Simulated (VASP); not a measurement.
Set up this calculation in VASP 6.6.1, as the native input.

* Task: relaxation of cell and atoms
* Functional: PBE
* Dispersion: D3(BJ)
* Potentials or basis: VASP PAW PBE potentials, release 64 (Pb_d, O)
* Cutoff: 600 eV
* k mesh: 8 × 8 × 12
* Occupations: gaussian, width 0.1 eV
* Spin: no spin polarisation
* Dipole correction: no
* Further INCAR settings: ALGO = Normal; EDIFF = 1e-06; IBRION = 2; EDIFFG = -0.01; NSW = 100; ISIF = 3

The structure of PbO2 lies in POSCAR:

```
PbO2
1.0
    5.0292331640      0.0000000000      0.0000000000
    0.0000000000      5.0292331640      0.0000000000
    0.0000000000      0.0000000000      3.4401247908
Pb O
2 4
Direct
    0.0000000000      0.0000000000      0.0000000000
    0.5000000000      0.5000000000      0.5000000000
    0.3075146140      0.3075146140      0.0000000000
    0.1924853860      0.8075146140      0.5000000000
    0.8075146140      0.1924853860      0.5000000000
    0.6924853860      0.6924853860      0.0000000000
```

The input as run:

INCAR

```
ALGO = Normal
EDIFF = 1E-6
EDIFFG = -0.01
ENCUT = 600
GGA = PE
IBRION = 2
ISIF = 3
ISMEAR = 0
IVDW = 12
LASPH = T
LCHARG = F
LREAL = F
LWAVE = F
NELM = 100
NSW = 100
PREC = Accurate
SIGMA = 0.1
```

KPOINTS

```
k-points
0
Gamma
  8 8 12
```

Potentials or basis: VASP PAW PBE potentials, release 64 (Pb_d, O).

The run is started by

```sh
$ cat potpaw_PBE.64/Pb_d/POTCAR potpaw_PBE.64/O/POTCAR > POTCAR
$ mpirun -np 1 vasp_std > vasp.out
```

Results of the run:

```
Relaxed volume                         : 14.52 Å³/atom
Relaxed cell                           : a = 5.031 Å, b = 5.031 Å, c = 3.443 Å, α = 90.00°, β = 90.00°, γ = 90.00°
Space group after relaxing (to 0.05 Å) : P4_2/mnm (No. 136)
Energy gained by relaxing              : 0.0 meV/atom
Ionic steps                            : 3
Pressure after relaxing                : 0.0 GPa
Largest force after relaxing           : 0.004 eV/Å
Band gap on the k mesh                 : 0.05 eV, indirect (least direct gap 0.06 eV)
Dispersion energy per atom             : -0.207 eV
```

Caveat: spin-orbit coupling is left out, which moves the levels of the heavy elements.

Run time: 3.8 min on 1 thread of Intel(R) Xeon(R) 6975P-C (Granite Rapids), on a shared host, peak memory 0.42 GiB.
